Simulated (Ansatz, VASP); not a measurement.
# One calculation of C, two programs

INCAR

```
SYSTEM = C
ALGO = Normal ; EDIFF = 1E-7
ENCUT = 520 ; GGA = PS
ISIF = 2 ; ISMEAR = 0
IVDW = 12 ; LASPH = .True.
LCHARG = .False. ; LREAL = .False.
LWAVE = .False. ; NBANDS = 11
NELM = 60 ; PREC = Accurate
SIGMA = 0.05
```

KPOINTS

```
k-points
0
Gamma
  15 15 15
  0 0 0
```

The input POSCAR:

```
C
1.0
    1.2290461105      0.7095901028      3.2829684898
   -1.2290461105      0.7095901028      3.2829684898
    0.0000000000     -1.4191802055      3.2829684898
C
2
Direct
    0.1710305173      0.1710305173      0.1287525883
    0.8289694827      0.8289694827      0.8712474117
```

Input for Ansatz:

```yaml
crystal:
  lattice:
    - [1.2290461105, 0.7095901028, 3.2829684898]
    - [-1.2290461105, 0.7095901028, 3.2829684898]
    - [0.0, -1.4191802055, 3.2829684898]
  atoms:
    - { symbol: C, position: [0.1710305173, 0.1710305173, 0.1287525883] }
    - { symbol: C, position: [0.8289694827, 0.8289694827, 0.8712474117] }
basis:
  ecutwfc: 520.0
kpoints:
  mp_grid: { grid: [15, 15, 15] }
hamiltonian:
  xc: pbesol
  pseudopotentials: { kind: paw, azcp: { folder: soft_1 } }
  dispersion: d3bj
scf:
  occupations: { method: gaussian, width: 0.05 }
output:
  forces: true
  stress: true
  eigenvalues: true
```

Change from the starting cell: mode 4 frozen in at -0.095 Å and mode 6 at +0.060 Å (largest displacements).

Alike in both runs: task single point; functional PBEsol; dispersion D3(BJ); k mesh 15 × 15 × 15; occupations gaussian, width 0.05 eV; no spin polarisation.

|  | VASP | Ansatz |
| --- | --- | --- |
| version | VASP 6.6.1 | Ansatz 0.2.0 |
| potentials or method | VASP PAW PBE potentials, release 64 (C), cutoff 520 eV | scalar-relativistic, plane waves, PAW |
| valence electrons in the cell | 8 | 8 |

|  | VASP | Ansatz | Ansatz less VASP |
| --- | --- | --- | --- |
| gap on the k mesh at the Fermi level (eV) | 0.12 | 0.12 | 0.000 |
| least direct gap on the mesh (eV) | 0.18 | 0.18 | -0.001 |
| pressure (GPa) | 3.7 | 3.1 | -0.66 |
| traceless stress, the component that is largest in VASP (GPa) | 15.72 | 15.04 | -0.681 |
| rms of the force components (eV/Å) | 3.428 | 3.423 | -0.0052 |

VASP's potentials were made for PBE, not for PBEsol, and Ansatz warns of the same on its side. Atom by atom the forces differ by 0.014 eV/Å (rms over components).
